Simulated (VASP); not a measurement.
Zr3ZnN3: relaxation of cell and atoms with PBE

Crystal: Zr3ZnN3.

```
Zr Zn N
1.0
     3.29770   -3.19020    0.00000
     3.29770    3.19020    0.00000
    -3.12446    0.00000    4.42700
Zr Zn N
3 1 3
Direct
  0.64266 0.64266 0.11808
  0.75601 0.31486 0.51983
  0.31486 0.75601 0.51983
  0.06051 0.06051 0.00241
  0.41104 0.94206 0.29988
  0.94206 0.41104 0.29988
  0.69872 0.69872 0.81219
```

The cell was generated, and may not be a known phase.

* Program: VASP 6.6.1
* Task: relaxation of cell and atoms
* Functional: PBE
* Potentials or basis: VASP PAW PBE potentials, release 64 (Zr_sv, Zn, N)
* Cutoff: 600 eV
* k mesh: 4 × 4 × 4
* Occupations: gaussian, width 0.2 eV
* Spin: no spin polarisation
* Dipole correction: no
* Further INCAR settings: ALGO = Normal; EDIFF = 1e-07; IBRION = 2; EDIFFG = -0.08; NSW = 36; ISIF = 3

```yaml
Relaxed_volume: 17.31 Å³/atom
Relaxed_cell: a = 5.114 Å, b = 5.114 Å, c = 6.078 Å, α = 115.42°, β = 115.42°, γ = 96.14°
Space_group_after_relaxing_to_0.1_Å: Cm (No. 8)
Pressure_after_relaxing: -0.2 GPa
Largest_force_after_relaxing: 0.080 eV/Å
Band_gap_on_the_k_mesh: zero (an odd number of electrons rules out a gap without spin polarisation)
```

Forces in eV/Å, atoms in the order of the input:
```
Zr   0.044  0.000  0.029
Zr  -0.005 -0.022 -0.007
Zr  -0.005  0.022 -0.007
Zn   0.041  0.000 -0.069
N   -0.002 -0.044  0.011
N   -0.002  0.044  0.011
N   -0.072  0.000  0.032
```

Stress tensor (GPa, compression positive):
```
-0.36  0.00  0.22
 0.00  0.08  0.00
 0.22  0.00 -0.23
```

Final structure:
```yaml
crystal:
  lattice:
    - [3.40890, -3.80440, -0.23984]
    - [3.40890, 3.80440, -0.23984]
    - [-3.56757, 0.00000, 4.92130]
  atoms:
    - { symbol: Zr, position: [0.54680, 0.54680, 0.03771] }
    - { symbol: Zr, position: [0.77022, 0.34423, 0.53693] }
    - { symbol: Zr, position: [0.34423, 0.77022, 0.53693] }
    - { symbol: Zn, position: [0.09975, 0.09975, 0.02930] }
    - { symbol: N, position: [0.46595, 0.89484, 0.30338] }
    - { symbol: N, position: [0.89484, 0.46595, 0.30338] }
    - { symbol: N, position: [0.70406, 0.70406, 0.82448] }
```

Levels at points of the mesh, in eV from the Fermi level:
```csv
k point,band 29,band 30,band 31,band 32,band 33,band 34
"(0.00, 0.00, 0.00)",-2.94,-2.62,-0.18,0.16,0.26,0.81
"(0.50, 0.00, 0.00)",-2.69,-1.71,-0.81,-0.56,0.89,1.08
"(0.50, 0.50, 0.00)",-2.97,-1.37,-1.31,-0.26,0.75,1.37
"(0.00, 0.00, 0.50)",-2.21,-1.53,-1.35,-0.02,0.30,1.09
"(0.50, 0.00, 0.50)",-3.06,-1.58,-0.61,0.26,0.36,0.91
"(0.50, 0.50, 0.50)",-3.33,-2.06,-0.09,0.05,0.24,1.25
```

It took 34 min on 1 thread of AMD EPYC 9R45 96-Core Processor (Zen 5), with other jobs on the host, peak memory 0.31 GiB.

Caveat: the k points lie up to 0.34 Å⁻¹ apart in the final cell, too coarse for converged energies and pressures of a metal; the volume moved by over 15 % at a fixed basis, so the end points are rough; an odd number of electrons without spin polarisation forces a metal; a magnetic or distorted state may lie lower; the relaxation stopped at a loose force limit of 0.08 eV/Å, so its end isn't a converged minimum.
